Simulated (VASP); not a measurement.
# Al16Cl in VASP: further runs

Runs on Al16Cl. Level: PBE. Tasks: relaxation of the atoms.

Everything below comes from runs of VASP 6.6.1. Logs are shortened: lines on timing, memory, paths and dates and some standing lists are left out, and cuts for length are marked.

### 1 The cell of the first run

The cell holds a slab with vacuum, 17 atoms: a = 5.714 Å, b = 8.080 Å, c = 19.743 Å, α = 90.00°, β = 90.00°, γ = 90.00°.

### 2 Relaxation of the atoms, PBE

The input, INCAR:

```
PREC     = Accurate       # precision mode
ENCUT    = 520            # plane-wave cutoff, eV
EDIFF    = 1E-7           # SCF threshold, eV
ISMEAR   = 0              # smearing method
SIGMA    = 0.1            # smearing width, eV
LREAL    = Auto         
LASPH    = T              # aspherical terms in the spheres
NELM     = 100            # most SCF steps
ALGO     = Fast           # electronic algorithm
ISIF     = 2              # what is computed and relaxed
LWAVE    = F              # write WAVECAR
LCHARG   = F              # write CHGCAR
LDIPOL   = T            
IDIPOL   = 3            
DIPOL    = 0.5 0.5 0.324
GGA      = PE             # functional
IBRION   = 2              # ionic algorithm
NSW      = 36             # ionic steps
EDIFFG   = -0.025         # ionic threshold
KPAR     = 4
```

The input, KPOINTS:

```
Automatic mesh
0
Gamma
  5 4 1
```

The input, POSCAR:

```
Al16Cl
1.0
    5.7135165838      0.0000000000      0.0000000000
    0.0000000000      8.0801326417      0.0000000000
    0.0000000000      0.0000000000     19.7432787023
Al Cl
16 1
Selective dynamics
Direct
    0.2500000000      0.2500000000      0.2026005944  F F F
    0.2500000000      0.7500000000      0.2026005944  F F F
    0.7500000000      0.2500000000      0.2026005944  F F F
    0.7500000000      0.7500000000      0.2026005944  F F F
    0.0000000000      0.0000000000      0.2749482104  F F F
    0.0000000000      0.5000000000      0.2749482104  F F F
    0.5000000000      0.0000000000      0.2749482104  F F F
    0.5000000000      0.5000000000      0.2749482104  F F F
    0.2500000000      0.2500000000      0.3495466405  F F F
    0.2500000000      0.7500000000      0.3495466405  F F F
    0.7500000000      0.2500000000      0.3495466405  F F F
    0.7500000000      0.7500000000      0.3495466405  F F F
    0.0000000000      0.0000000000      0.4175232912  F F F
    0.0000000000      0.5000000000      0.4175232912  F F F
    0.5000000000      0.0000000000      0.4175232912  F F F
    0.5000000000      0.5000000000      0.4175232912  F F F
    0.0000000000      0.0500000000      0.5254480212  F F T
```

Potentials or basis: VASP PAW PBE potentials, release 64 (Al, Cl).

Run with:

```console
cat potpaw_PBE.64/Al/POTCAR potpaw_PBE.64/Cl/POTCAR > POTCAR
mpirun -np 4 vasp_std > vasp.out
```

OUTCAR:

```text
PREC = Accurate
   ENCUT = 520
   EDIFF = 1E-7
   ISMEAR = 0
   LREAL = Auto
   LASPH = T
   NELM = 100
   ISIF = 2
   GGA = PE
   IBRION = 2
   NSW = 36
   EDIFFG = -0.025

 ion  position               nearest neighbor table
   1  0.250  0.250  0.203-   3 2.86   3 2.86   6 2.86   7 2.86   8 2.86   5 2.86   9 2.90
   2  0.250  0.750  0.203-   4 2.86   4 2.86   6 2.86   7 2.86   8 2.86   5 2.86  10 2.90
   3  0.750  0.250  0.203-   1 2.86   1 2.86   6 2.86   7 2.86   8 2.86   5 2.86  11 2.90
   4  0.750  0.750  0.203-   2 2.86   2 2.86   6 2.86   7 2.86   8 2.86   5 2.86  12 2.90
   5  0.000  0.000  0.275-  13 2.81   7 2.86   7 2.86   4 2.86   1 2.86   2 2.86   3 2.86  11 2.88
                            12 2.88   9 2.88  10 2.88
   6  0.000  0.500  0.275-  14 2.81   8 2.86   8 2.86   4 2.86   1 2.86   2 2.86   3 2.86  11 2.88
                            12 2.88   9 2.88  10 2.88
   7  0.500  0.000  0.275-  15 2.81   5 2.86   5 2.86   4 2.86   1 2.86   2 2.86   3 2.86  11 2.88
                            12 2.88   9 2.88  10 2.88
   8  0.500  0.500  0.275-  16 2.81   6 2.86   6 2.86   4 2.86   1 2.86   2 2.86   3 2.86  11 2.88
                            12 2.88   9 2.88  10 2.88
   9  0.250  0.250  0.350-  13 2.81  14 2.81  15 2.81  16 2.81  11 2.86  11 2.86   7 2.88   8 2.88
                             5 2.88   6 2.88   1 2.90
  10  0.250  0.750  0.350-  13 2.81  14 2.81  15 2.81  16 2.81  12 2.86  12 2.86   7 2.88   8 2.88
                             5 2.88   6 2.88   2 2.90
  11  0.750  0.250  0.350-  13 2.81  14 2.81  15 2.81  16 2.81   9 2.86   9 2.86   7 2.88   8 2.88
[... 5 lines left out ...]
  14  0.000  0.500  0.418-   9 2.81  10 2.81  11 2.81  12 2.81   6 2.81  16 2.86  16 2.86
  15  0.500  0.000  0.418-   9 2.81  10 2.81  11 2.81  12 2.81   7 2.81  13 2.86  13 2.86
  16  0.500  0.500  0.418-   9 2.81  10 2.81  11 2.81  12 2.81   8 2.81  14 2.86  14 2.86
  17  0.000  0.050  0.525-  13 2.17

  LATTYP: Found a simple orthorhombic cell.
 ALAT       =     5.7135165838
 B/A-ratio  =     1.4142135624
 C/A-ratio  =     3.4555388810

  Lattice vectors:

 A1 = (   5.7135165838,   0.0000000000,   0.0000000000)
 A2 = (   0.0000000000,   8.0801326417,   0.0000000000)
 A3 = (   0.0000000000,   0.0000000000,  19.7432787023)

Analysis of symmetry for initial positions (statically):
=====================================================================
 Subroutine PRICEL returns:
 Original cell was already a primitive cell.

 Routine SETGRP: Setting up the symmetry group for a
 simple orthorhombic supercell.

 Subroutine GETGRP returns: Found  2 space group operations
 (whereof  2 operations were pure point group operations)
 out of a pool of  8 trial point group operations.

The static configuration has the point symmetry C_1h.

Analysis of symmetry for dynamics (positions and initial velocities):
=====================================================================
 Subroutine PRICEL returns:
 Original cell was already a primitive cell.

 Routine SETGRP: Setting up the symmetry group for a
 simple orthorhombic supercell.

 Subroutine GETGRP returns: Found  2 space group operations
 (whereof  2 operations were pure point group operations)
 out of a pool of  8 trial point group operations.

The dynamic configuration has the point symmetry C_1h.

Analysis of constrained symmetry for selective dynamics:
=====================================================================
 Subroutine PRICEL returns:
 Original cell was already a primitive cell.

 Routine SETGRP: Setting up the symmetry group for a
 simple orthorhombic supercell.

 Subroutine GETGRP returns: Found  2 space group operations
 (whereof  2 operations were pure point group operations)
 out of a pool of  8 trial point group operations.

The constrained configuration has the point symmetry C_1h.

 Subroutine INISYM returns: Found  2 space group operations
 (whereof  2 operations are pure point group operations),
 and found     1 'primitive' translations

----------------------------------------------------------------------------------------

                                     Primitive cell

  volume of cell :     911.4676

  direct lattice vectors                    reciprocal lattice vectors
     5.713516584  0.000000000  0.000000000     0.175023558  0.000000000  0.000000000
     0.000000000  8.080132642  0.000000000     0.000000000  0.123760345  0.000000000
     0.000000000  0.000000000 19.743278702     0.000000000  0.000000000  0.050650149

  length of vectors
[... 55 lines left out ...]

  Length of vectors
     0.035004712  0.030940086  0.050650149

  Shift w.r.t. Gamma in fractional coordinates (k-lattice)
     0.000000000  0.000000000  0.000000000

 Subroutine IBZKPT returns following result:
 ===========================================

 Found      9 irreducible k-points:

 Following reciprocal coordinates:
            Coordinates               Weight
  0.000000  0.000000  0.000000      1.000000
  0.200000  0.000000  0.000000      2.000000
  0.400000  0.000000  0.000000      2.000000
  0.000000  0.250000  0.000000      2.000000
  0.200000  0.250000  0.000000      4.000000
  0.400000  0.250000  0.000000      4.000000
  0.000000  0.500000  0.000000      1.000000
  0.200000  0.500000  0.000000      2.000000
  0.400000  0.500000  0.000000      2.000000
   k-points           NKPTS =      9   k-points in BZ     NKDIM =      9   number of bands    NBANDS=     36
   number of dos      NEDOS =    301   number of ions     NIONS =     17
   total plane-waves  NPLWV = 378000
   dimension x,y,z NGX =    42 NGY =   60 NGZ =  150
   dimension x,y,z NGXF=    84 NGYF=  120 NGZF=  300
   ions per type =              16   1
   NGX,Y,Z   is equivalent  to a cutoff of  12.22, 12.34, 12.63 a.u.
   NGXF,Y,Z  is equivalent  to a cutoff of  24.44, 24.69, 25.26 a.u.
 SYSTEM =  unknown system
   PREC   = accura    normal or accurate (medium, high low for compatibility)
   ISTART =      0    job   : 0-new  1-cont  2-samecut
   ICHARG =      2    charge: 1-file 2-atom 10-const
   ISPIN  =      1    spin polarized calculation?
   LNONCOLLINEAR =      F non collinear calculations
   LSORBIT =      F    spin-orbit coupling
   LASPH  =      T    aspherical Exc in radial PAW
   ENCUT  =  520.0 eV  38.22 Ry    6.18 a.u.  10.62 15.02 36.71*2*pi/ulx,y,z
   NELM   =    100;   NELMIN=  2; NELMDL= -5     # of ELM steps
   EDIFF  = 0.1E-06   stopping-criterion for ELM
   LREAL  =      T    real-space projection
   EDIFFG = -.3E-01   stopping-criterion for IOM
   NSW    =     36    number of steps for IOM
   IBRION =      2    ionic relax: 0-MD 1-quasi-New 2-CG
   NFREE  =      1    steps in history (QN), initial steepest desc. (CG)
   ISIF   =      2    stress and relaxation
   ISYM   =      2    0-nonsym 1-usesym 2-fastsym
   POTIM  = 0.5000    time-step for ionic-motion
   TEBEG  =    0.0;   TEEND  =   0.0 temperature during run
   PSTRESS=    0.0 pullay stress
   NELECT =      55.0000    total number of electrons
   NUPDOWN=      -1.0000    fix difference up-down
   EMIN   =  10.00;   EMAX   =-10.00  energy-range for DOS
   EFERMI =   0.00;   METHOD = LEGACY
   ISMEAR =     0;   SIGMA  =   0.10  broadening in eV -4-tet -1-fermi 0-gaus
   EFERMI_NEDOS =   21; number of points for ismear=-14 and -15
   IALGO  =     68    algorithm
   IMIX   =      4    mixing-type and parameters
     AMIX     =   0.40;   BMIX     =  1.00
     AMIX_MAG =   1.60;   BMIX_MAG =  1.00
  volume/ion in A,a.u.               =      53.62       361.82
  Fermi-wavevector in a.u.,A,eV,Ry     =   0.642119  1.213428  5.609905  0.412316
  Thomas-Fermi vector in A             =   1.708683
   LORBIT       =      0    0 simple, 1 ext, 2 COOP (PROOUT), +10 PAW based schemes
   GGA     = PE    functional components
   LHFCALC =     F    Hartree Fock is set to
   AEXX    =    0.0000 exact exchange contribution
   IVDW    =     0    specifies the selected vdW correction
   LEPSILON=     F    determine dielectric tensor
   LRPA    =     F    only Hartree local field effects (RPA)
 conjugate gradient relaxation of ions
 non-spin polarized calculation
 RMM-DIIS sequential band-by-band and
 Gauss-broadening in eV      SIGMA  =   0.10
  energy-cutoff  :      520.00
  volume of cell :      911.47
 maximum number of plane-waves:     24626
   NGX = 21   NGY = 31   NGZ = 73

--------------------------------------- Ionic step        1  -------------------------------------------

 number of electron      55.0000002 magnetization

 Free energy of the ion-electron system (eV)
  ---------------------------------------------------
  ext. energy  EPLUGINS =         0.00000000
  ---------------------------------------------------
  free energy    TOTEN  =       -58.53357207 eV

  energy without entropy =      -58.49431888  energy(sigma->0) =      -58.51394547

------------------------ aborting loop because EDIFF is reached ----------------------------------------

  FORCE on cell =-STRESS in cart. coord.  units (eV):
  Direction    XX          YY          ZZ          XY          YZ          ZX
  --------------------------------------------------------------------------------------
  -------------------------------------------------------------------------------------
  Total      -12.2457479     -3.4720558     -0.5249594      0.0000000     -0.1662420      0.0000000
  in kB      -21.5255689     -6.1031777     -0.9227733      0.0000000     -0.2922200      0.0000000
  external PRESSURE =      -9.5171733 kB  Pullay stress =       0.0000000 kB
[... 89 lines left out ...]
--------------------------------------- Ionic step        3  -------------------------------------------

 number of electron      55.0000001 magnetization

 dipolmoment           0.000000      0.000000      0.228377 electrons x Angstroem

 Free energy of the ion-electron system (eV)
  ---------------------------------------------------
  ext. energy  EPLUGINS =         0.00000000
  ---------------------------------------------------
  free energy    TOTEN  =       -58.53378083 eV

  energy without entropy =      -58.49450128  energy(sigma->0) =      -58.51414105

 E-fermi :  -0.6255     XC(G=0):  -4.2115

 val. band max:       -0.6392091974   @ k =   0.2000   0.2500   0.0000
 cond. band min:      -0.5407721980   @ k =   0.4000   0.5000   0.0000
 fundamental gap:      0.0984369994
 Fermi energy:        -0.6254681232

 k-point     1 :       0.0000    0.0000    0.0000
  band No.  band energies     occupation
      1     -15.9361      2.00000
      2     -10.8459      2.00000
      3      -8.6757      2.00000
      4      -8.5999      2.00000
      5      -8.4210      2.00000
      6      -6.4957      2.00000
[... 340 lines left out ...]
     35       1.3122      0.00000
     36       1.4322      0.00000

------------------------ aborting loop because EDIFF is reached ----------------------------------------

 vacuum level on the upper side and lower side of the slab       (xc-potential included)         0.421        -0.451

  FORCE on cell =-STRESS in cart. coord.  units (eV):
  Direction    XX          YY          ZZ          XY          YZ          ZX
  --------------------------------------------------------------------------------------
  -------------------------------------------------------------------------------------
  Total      -12.2817239     -3.4791361     -0.7037175      0.0000000     -0.1944990      0.0000000
  in kB      -21.5888076     -6.1156236     -1.2369943      0.0000000     -0.3418902      0.0000000
  external PRESSURE =      -9.6471418 kB  Pullay stress =       0.0000000 kB
[... 32 lines left out ...]
  FREE ENERGIE OF THE ION-ELECTRON SYSTEM (eV)
  ---------------------------------------------------
  free  energy   TOTEN  =       -58.5337808295 eV

  energy  without entropy=      -58.4945012775  energy(sigma->0) =      -58.51414105

 reached required accuracy - stopping structural energy minimisation

 vacuum level on the upper side and lower side of the slab         4.374         3.476
```

Wall time 5.3 min (4 MPI ranks of Oxide Virtual Turin-like, shared host); peak memory 0.93 GiB.

Results:

- Free energy: -58.5338 eV
- Energy gained by relaxing: 0.0 meV/atom
- Ionic steps: 3
- Band gap on the k mesh: zero (an odd number of electrons rules out a gap without spin polarisation)

The path:
```tsv
step	energy change (eV)	largest force on free atoms (eV/Å)	pressure (GPa)
1	0.0000	0.0706	-0.95
2	-0.0002	0.0334	-0.96
3	-0.0002	0.0172	-0.96
```

Final structure:
```
Al Cl
1.0
     5.71352    0.00000    0.00000
     0.00000    8.08013    0.00000
     0.00000    0.00000   19.74328
Al Cl
16 1
Direct
  0.25000 0.25000 0.20260
  0.25000 0.75000 0.20260
  0.75000 0.25000 0.20260
  0.75000 0.75000 0.20260
  0.00000 0.00000 0.27495
  0.00000 0.50000 0.27495
  0.50000 0.00000 0.27495
  0.50000 0.50000 0.27495
  0.25000 0.25000 0.34955
  0.25000 0.75000 0.34955
  0.75000 0.25000 0.34955
  0.75000 0.75000 0.34955
  0.00000 0.00000 0.41752
  0.00000 0.50000 0.41752
  0.50000 0.00000 0.41752
  0.50000 0.50000 0.41752
  0.00000 0.05000 0.52587
```

Caveat: an odd number of electrons without spin polarisation forces a metal; a magnetic or distorted state may lie lower.

### 3 Relaxation of the atoms, PBE

The input, INCAR:

```
ALGO = Fast ; DIPOL = 0.5 0.5 0.321
EDIFF = 1E-6 ; EDIFFG = -0.025
ENCUT = 520 ; GGA = PE
IBRION = 2 ; IDIPOL = 3
ISIF = 2 ; ISMEAR = 0
KPAR = 4 ; LASPH = True
LCHARG = False ; LDIPOL = True
LREAL = Auto ; LWAVE = False
NELM = 80 ; NSW = 36
PREC = Accurate ; SIGMA = 0.1
```

The input, KPOINTS:

```
k-points
0
Gamma
  5 4 1
```

POSCAR: that of step 2 with these lines changed.

```diff
@@ -25,2 +25,2 @@
     0.5000000000      0.5000000000      0.4175232912  F F F
-    0.0000000000      0.0500000000      0.5254480212  F F T
+    0.1666666667      0.2500000000      0.4850589120  F F T
```

Potentials or basis: VASP PAW PBE potentials, release 64 (Al, Cl).

Run with:

```console
cat potpaw_PBE.64/Al/POTCAR potpaw_PBE.64/Cl/POTCAR > POTCAR
mpirun -np 4 vasp_std > vasp.out
```

It took 28 min on 4 MPI ranks of Oxide Virtual Turin-like, shared host; peak memory 0.94 GiB.

Results (log left out):

```yaml
Free_energy: -57.9175 eV
Energy_gained_by_relaxing: 10.4 meV/atom
Ionic_steps: 6
Band_gap_on_the_k_mesh: zero (an odd number of electrons rules out a gap without spin polarisation)
```

Step by step:
| step | energy change (eV) | largest force on free atoms (eV/Å) | pressure (GPa) |
| --- | --- | --- | --- |
| 1 | 0.0000 | 1.0505 | -0.76 |
| 2 | -0.0489 | 0.8772 | -0.81 |
| 3 | -0.1464 | 0.4095 | -0.94 |
| 4 | -0.1467 | 0.3663 | -1.16 |
| 5 | -0.1760 | 0.0283 | -1.07 |
| 6 | -0.1762 | 0.0029 | -1.06 |

Final structure:
```
CELL_PARAMETERS angstrom
5.71352 0.00000 0.00000
0.00000 8.08013 0.00000
0.00000 0.00000 19.74328
ATOMIC_POSITIONS crystal
Al 0.25000 0.25000 0.20260
Al 0.25000 0.75000 0.20260
Al 0.75000 0.25000 0.20260
Al 0.75000 0.75000 0.20260
Al 0.00000 0.00000 0.27495
Al 0.00000 0.50000 0.27495
Al 0.50000 0.00000 0.27495
Al 0.50000 0.50000 0.27495
Al 0.25000 0.25000 0.34955
Al 0.25000 0.75000 0.34955
Al 0.75000 0.25000 0.34955
Al 0.75000 0.75000 0.34955
Al 0.00000 0.00000 0.41752
Al 0.00000 0.50000 0.41752
Al 0.50000 0.00000 0.41752
Al 0.50000 0.50000 0.41752
Cl 0.16667 0.25000 0.50289
```

Levels at points of the mesh, in eV from the Fermi level:
| k point | band 26 | band 27 | band 28 | band 29 | band 30 | band 31 |
| --- | --- | --- | --- | --- | --- | --- |
| (0.00, 0.00, 0.00) | -0.71 | -0.67 | -0.44 | 0.03 | 0.24 | 0.27 |
| (0.00, 0.50, 0.00) | -0.87 | -0.77 | -0.68 | 0.24 | 0.31 | 0.41 |

Caveat: an odd number of electrons without spin polarisation forces a metal; a magnetic or distorted state may lie lower.

The gap in the log of VASP goes by the Fermi energy; the results here count the filled bands.